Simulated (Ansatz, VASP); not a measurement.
## Cs2Cl in VASP and in Ansatz

File INCAR:

```
PREC = Accurate ; ENCUT = 520
EDIFF = 1E-7 ; ISMEAR = 0
SIGMA = 0.1 ; LREAL = False
LASPH = True ; NELM = 100
ALGO = Normal ; ISIF = 2
LWAVE = False ; LCHARG = False
GGA = PE ; NBANDS = 20
```

File KPOINTS:

```
Automatic mesh
0
Gamma
  9 9 9
```

File POSCAR:

```
Cs2Cl
1.0
    3.1052654512      1.7928258441      5.0876622897
   -3.1052654512      1.7928258441      5.0876622897
    0.0000000000     -3.5856516883      5.0876622897
Cs Cl
2 1
Direct
    0.2500924215      0.2500924215      0.2500924215
    0.7499075785      0.7499075785      0.7499075785
    0.0000000000      0.0000000000      0.0000000000
```

Input for Ansatz:

```yaml
crystal:
  lattice:
    - [3.1052654512, 1.7928258441, 5.0876622897]
    - [-3.1052654512, 1.7928258441, 5.0876622897]
    - [0.0, -3.5856516883, 5.0876622897]
  atoms:
    - { symbol: Cs, position: [0.2500924215, 0.2500924215, 0.2500924215] }
    - { symbol: Cs, position: [0.7499075785, 0.7499075785, 0.7499075785] }
    - { symbol: Cl, position: [0.0, 0.0, 0.0] }
basis:
  ecutwfc: 420
kpoints:
  mp_grid: { grid: [9, 9, 9] }
  band_path:
    path:
      - [[0.0, 0.0, 0.0], [0.5, 0.5, 0.5], [0.75054895, 0.24945105, 0.5]]
      - [[0.5, -0.24945105, 0.24945105], [0.5, 0.0, 0.0], [0.0, 0.0, 0.0], [0.37472552, -0.37472552, 0.0]]
      - [[0.62527448, 0.0, 0.37472552], [0.5, 0.0, 0.5], [0.0, 0.0, 0.0]]
    npoints: 14
hamiltonian:
  xc: pbe
scf:
  occupations: { method: gaussian, width: 0.1 }
  n_extra_bands: 7
output:
  forces: true
  stress: true
  eigenvalues: true
  populations: true
  dos: { projected: true, de: 0.02, nscf_kmesh: { grid: [11, 11, 11] } }
  bader: true
  write_density: true
  write_potential: true
  elf: true
  volumetric_format: npy
```

Alike in both runs: task single point; functional PBE; k mesh 9 × 9 × 9; occupations gaussian, width 0.1 eV; no spin polarisation.

|  | VASP | Ansatz |
| --- | --- | --- |
| version | VASP 6.6.1 | Ansatz 0.2.0 |
| potentials or method | VASP PAW PBE potentials, release 64 (Cs_sv, Cl), cutoff 520 eV | scalar-relativistic, plane waves, PAW |
| valence electrons in the cell | 25 | 25 |

|  | VASP | Ansatz | Ansatz less VASP |
| --- | --- | --- | --- |
| gap on the k mesh at the Fermi level (eV) | none | none | - |
| pressure (GPa) | 0.0 | 0.0 | 0.00 |

A gap of «none» marks a metal or a gap that the smearing closes.

Neither program's run includes spin-orbit coupling.
